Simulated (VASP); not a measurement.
Wanted: the native input for a VASP 6.6.1 run.

```yaml
Task: single point
Functional: PBE
Potentials_or_basis: VASP PAW PBE potentials, release 64 (Cu)
Cutoff: 520 eV
k_mesh: 14 × 14 × 14
Occupations: fermi-dirac, width 0.1 eV
Spin: no spin polarisation
Dipole_correction: no
Further_INCAR_settings: ALGO = Normal; EDIFF = 1e-06; NBANDS = 12
```

The structure of Cu lies in POSCAR:

```
Cu
1.0
    0.0000000000      1.8075000000      1.8075000000
    1.8075000000      0.0000000000      1.8075000000
    1.8075000000      1.8075000000      0.0000000000
Cu
1
Direct
    0.0000000000      0.0000000000      0.0000000000
```

The input as run:

INCAR

```
SYSTEM = Cu
  PREC = Accurate
  ENCUT = 520
  EDIFF = 1E-6
  ISMEAR = -1
  SIGMA = 0.1
  LREAL = .False.
  LASPH = .True.
  NELM = 80
  ALGO = Normal
  ISIF = 2
  LWAVE = .False.
  LCHARG = .False.
  GGA = PE
  NBANDS = 12
```

KPOINTS

```
regular mesh
0
Gamma
  14 14 14
  0 0 0
```

Potentials or basis: VASP PAW PBE potentials, release 64 (Cu).

Command:

```bash
$ cat potpaw_PBE.64/Cu/POTCAR > POTCAR
$ mpirun -np 1 vasp_std > vasp.out
```

It gave:

| Property | Result |
| --- | --- |
| Pressure | 2.4 GPa |

Wall time 21 s on 1 thread of Intel Xeon 8259CL (shared host), peak memory 0.13 GiB.
